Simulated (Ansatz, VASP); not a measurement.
## One calculation of BN, two programs

```
CELL_PARAMETERS angstrom
2.49747 0.00000 0.00000
-1.24873 2.16287 0.00000
0.00000 0.00000 4.13258
ATOMIC_POSITIONS crystal
B 0.33333 0.66667 0.99991
B 0.66667 0.33333 0.49991
N 0.33333 0.66667 0.37409
N 0.66667 0.33333 0.87409
```

Change from the starting cell: strained cell.

Alike in both runs: functional LDA; k mesh 9 × 9 × 6; occupations gaussian, width 0.02 eV; no spin polarisation.

Ansatz relaxed the structure, and its values are those at the end. VASP's run is a single point on that final structure, the one shown.

|  | VASP | Ansatz |
| --- | --- | --- |
| version | VASP 6.6.1 | Ansatz 0.2.0 |
| potentials or method | VASP PAW LDA potentials, release 64 (B, N), cutoff 520 eV | scalar-relativistic, plane waves, PAW |
| valence electrons in the cell | 16 | 16 |

|  | VASP | Ansatz | Ansatz less VASP |
| --- | --- | --- | --- |
| gap on the k mesh at the Fermi level (eV) | 4.84 | 4.86 | +0.020 |
| least direct gap on the mesh (eV) | 8.42 | 8.42 | +0.006 |
| pressure (GPa) | 14.2 | 12.8 | -1.40 |

Ansatz warns that its potentials were made for another functional, while VASP's fit it. LDA's correlation is that of Perdew and Zunger in VASP and of Perdew and Wang (1992) in Ansatz. Ansatz's warnings: stress scf threshold loose.
